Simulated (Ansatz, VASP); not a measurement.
## La: VASP beside Ansatz

The input INCAR:

```
SYSTEM = La
ALGO     = Normal         ! electronic algorithm
EDIFF    = 1E-6           ! SCF threshold, eV
ENCUT    = 500            ! plane-wave cutoff, eV
GGA      = RP             ! functional
GGA_COMPAT= .False.      
ISIF     = 2              ! what is computed and relaxed
ISMEAR   = 0              ! smearing method
LASPH    = .True.         ! aspherical terms in the spheres
LCHARG   = .False.        ! write CHGCAR
LMAXMIX  = 6              ! l up to which the mixer works
LREAL    = .False.        ! projectors in reciprocal space
LWAVE    = .False.        ! write WAVECAR
NBANDS   = 12             ! bands
NELM     = 200            ! most SCF steps
PREC     = Accurate       ! precision mode
SIGMA    = 0.1            ! smearing width, eV
```

KPOINTS

```
k-points
0
Gamma
  9 9 9
  0 0 0
```

File POSCAR:

```
La
1.0
    3.6785833200      0.0000000000      0.0000000000
   -1.2261944397      3.4682016144      0.0000000000
   -1.2261944397     -1.7341008066      3.0035507039
La
1
Direct
    0.0000000000      0.0000000000      0.0000000000
```

input.yaml

```yaml
crystal:
  lattice:
    - [3.67858332, 0.0, 0.0]
    - [-1.2261944397, 3.4682016144, 0.0]
    - [-1.2261944397, -1.7341008066, 3.0035507039]
  atoms:
    - { symbol: La, position: [0.0, 0.0, 0.0] }
kpoints:
  mp_grid: { grid: [9, 9, 9] }
scf:
  occupations: { method: gaussian, width: 0.1 }
hamiltonian:
  xc: rpbe
  pseudopotentials: { kind: all_electron, lapw: { basis_error: 0.001 } }
output:
  forces: true
  stress: true
  eigenvalues: true
```

Alike in both runs: task single point; functional RPBE; k mesh 9 × 9 × 9; occupations gaussian, width 0.1 eV; no spin polarisation.

|  | VASP | Ansatz |
| --- | --- | --- |
| version | VASP 6.6.1 | Ansatz 0.2.0 |
| potentials or method | VASP PAW PBE potentials, release 64 (La), cutoff 500 eV | all-electron LAPW, scalar-relativistic |

```csv
,VASP,Ansatz,Ansatz less VASP
gap on the k mesh at the Fermi level (eV),none,none,-
pressure (GPa),0.7,0.7,-0.01
```

VASP's potentials were made for PBE, not for RPBE. A gap of «none» marks a metal or a gap that the smearing closes. Ansatz ran all-electron here, and VASP with PAW potentials.

Spin-orbit coupling is off throughout.
